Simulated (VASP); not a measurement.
# Hf: density of states with PBEsol

Crystal: Hf.

```
CELL_PARAMETERS angstrom
-1.55054 1.55054 1.55054
1.55054 -1.55054 1.55054
1.55054 1.55054 -1.55054
ATOMIC_POSITIONS crystal
Hf 0.00000 0.00000 0.00000
```

This cell differs from its parent crystal: volume scaled by 0.7.

```yaml
Program: VASP 6.6.1
Task: density of states
Functional: PBEsol
Potentials_or_basis: VASP PAW PBE potentials, release 64 (Hf_pv)
Cutoff: 520 eV
k_mesh: 15 × 15 × 15
Occupations: fermi-dirac, width 0.08 eV
Spin: no spin polarisation
Dipole_correction: no
k_mesh_for_the_DOS: 23 × 23 × 23
Occupations_for_the_DOS: tetrahedron
Further_INCAR_settings: ALGO = Normal; EDIFF = 1e-06; NBANDS = 11
```

```yaml
Valence_electrons_inside_the_program's_atomic_spheres: Hf 9.34
```

Levels at points of the mesh, in eV from the Fermi level:
```csv
k point,band 1,band 2,band 3,band 4,band 5,band 6,band 7,band 8,band 9,band 10
"(0.00, 0.00, 0.00)",-28.22,-28.22,-28.22,-8.07,1.63,1.63,1.63,5.77,5.77,14.51
```

Run time: 40 s on 1 thread of AMD EPYC 7R13 Processor (Zen 3), with other jobs on the host, peak memory 0.16 GiB.

Caveat: spin-orbit coupling is left out, which moves the levels of the heavy elements.
